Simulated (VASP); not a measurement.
Runs of VASP 6.6.1 on BaH6Rh. The structure is that of space group Fm-3m (No. 225), or close to it. The cells are those of the table. 

```tsv
task	spin	cell	k mesh	cutoff (eV)	gap on the mesh (eV)	pressure (GPa)	moment (μB)	largest force (eV/Å)
single point	collinear, ferromagnetic start	a = 5.811 Å, angles 60.0°, 8 atoms	4 × 4 × 4	520	none	(c)	0.91	0.04
single point	collinear, ferromagnetic start	a = 5.868 Å, angles 60.0°, 8 atoms	8 × 8 × 8	520	none	0.1	0.93	(a)
single point	off	a = 5.875 Å, angles 60.0°, 8 atoms	4 × 4 × 4	520	none	(b)	-	-
relaxation of cell and atoms	off	relaxed from a = 5.875 Å, angles 60.0°, 8 atoms	4 × 4 × 4	600	none	0.0	-	-
single point	off	a = 5.811 Å, angles 60.0°, 8 atoms	4 × 4 × 4	520	none	0.4	-	0.05
```

Alike in all rows: level PBE; potentials or basis VASP PAW PBE potentials, release 64 (Ba_sv, H, Rh_pv); smearing gaussian 0.1 eV.

Task: Estimate the missing entries.

Result: (a) 0.03; (b) -2.8; (c) 0.7.

Caveats: spin-orbit coupling is left out, which moves the levels of the heavy elements.

A k mesh can miss the band edges, and the runs leave out spin-orbit coupling on Ba, Rh.

A gap of «none» marks levels without a gap at the run's occupations.
